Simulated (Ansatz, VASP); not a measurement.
# TiHg in VASP and in Ansatz

INCAR

```
ALGO = Normal
EDIFF = 1E-8
ENCUT = 520
GGA = CA
ISIF = 2
ISMEAR = -1
LASPH = True
LCHARG = False
LEFG = True
LREAL = False
LWAVE = False
NBANDS = 19
NELM = 100
PREC = Accurate
SIGMA = 0.08
```

The input KPOINTS:

```
k-points
0
Gamma
  14 14 10
```

Contents of POSCAR:

```
TiHg
1.0
    2.9475746011      0.0000000000      0.0000000000
    0.0000000000      2.9475746011      0.0000000000
    0.0000000000      0.0000000000      3.9585074653
Ti Hg
1 1
Direct
    0.5000000000      0.5000000000      0.5000000000
    0.0000000000      0.0000000000      0.0000000000
```

Input for Ansatz:

```yaml
crystal:
  lattice:
    - [2.9475746011, 0.0, 0.0]
    - [0.0, 2.9475746011, 0.0]
    - [0.0, 0.0, 3.9585074653]
  atoms:
    - { symbol: Ti, position: [0.5, 0.5, 0.5] }
    - { symbol: Hg, position: [0.0, 0.0, 0.0] }
kpoints:
  mp_grid: { grid: [14, 14, 10] }
scf:
  occupations: { method: fermi_dirac, width: 0.08 }
hamiltonian:
  xc: lda
  pseudopotentials: { kind: all_electron, datasets: crystal }
output:
  forces: true
  stress: true
  eigenvalues: true
  efg: { contact_densities: true }
```

Change from the starting cell: volume scaled by 0.94, crystal datasets.

Alike in both runs: task electric field gradients; functional LDA; k mesh 14 × 14 × 10; occupations fermi-dirac, width 0.08 eV; no spin polarisation.

|  | VASP | Ansatz |
| --- | --- | --- |
| version | VASP 6.6.1 | Ansatz 0.2.0 |
| potentials or method | VASP PAW LDA potentials, release 64 (Ti_sv, Hg), cutoff 520 eV | all-electron PAW with datasets made for the crystal, scalar-relativistic |

Ansatz gave:

```
pressure (GPa)                                                : 0.8
traceless stress, the component that is largest in VASP (GPa) : 0.83
size of Vzz on the site where it differs most (V/Å²)          : 29.0
```

Task: What did VASP give for the same quantities?

Result: Pressure (GPa): 2.0; traceless stress, the component that is largest in VASP (GPa): 0.78; size of Vzz on the site where it differs most (V/Å²): 24.7.

LDA's correlation is that of Perdew and Zunger in VASP and of Perdew and Wang (1992) in Ansatz. Ansatz ran all-electron here, and VASP with PAW potentials.

Spin-orbit coupling is off throughout.
